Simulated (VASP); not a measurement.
A run of VASP 6.6.1 is set up as follows.

Contents of INCAR:

```
SYSTEM = AlAs
  ALGO = Normal
  EDIFF = 1E-7
  EDIFFG = -0.001
  ENCUT = 500
  GGA = PS
  GGA_COMPAT = .FALSE.
  IBRION = 2
  ISIF = 3
  ISMEAR = 0
  LASPH = .TRUE.
  LCHARG = .FALSE.
  LREAL = .FALSE.
  LWAVE = .FALSE.
  NELM = 120
  NELMIN = 4
  NSW = 80
  PREC = Accurate
  PSTRESS = -10.0
  SIGMA = 0.01
```

KPOINTS

```
k-points
0
G
  8 8 8
  0 0 0
```

Contents of POSCAR:

```
AlAs
1.0
    0.0000000000      2.8372982426      2.8372982426
    2.8372982426      0.0000000000      2.8372982426
    2.8372982426      2.8372982426      0.0000000000
Al As
1 1
Direct
    0.0000000000      0.0000000000      0.0000000000
    0.7500000000      0.7500000000      0.7500000000
```

Potentials or basis: VASP PAW PBE potentials, release 64 (Al, As).

Launch:

```bash
$ cat potpaw_PBE.64/Al/POTCAR potpaw_PBE.64/As/POTCAR > POTCAR
$ mpirun -np 1 vasp_std > vasp.out
```

(1) What does it give for the relaxed cell?

(2) Estimate the band gap on the k mesh.

(3) Predict the space group after relaxing (to 0.05 Å).

(4) Predict the relaxed volume.

## Answers

(1) a = 4.037 Å, b = 4.037 Å, c = 4.037 Å, α = 60.00°, β = 60.00°, γ = 60.00°.

(2) 1.36 eV, indirect (least direct gap 1.78 eV).

(3) F-43m (No. 216).

(4) 23.26 Å³/atom.

Caveat: the cell is relaxed towards a set pressure, so the enthalpy falls and the energy may rise; the PAW data sets were made with another functional, which shifts forces and pressure a little.
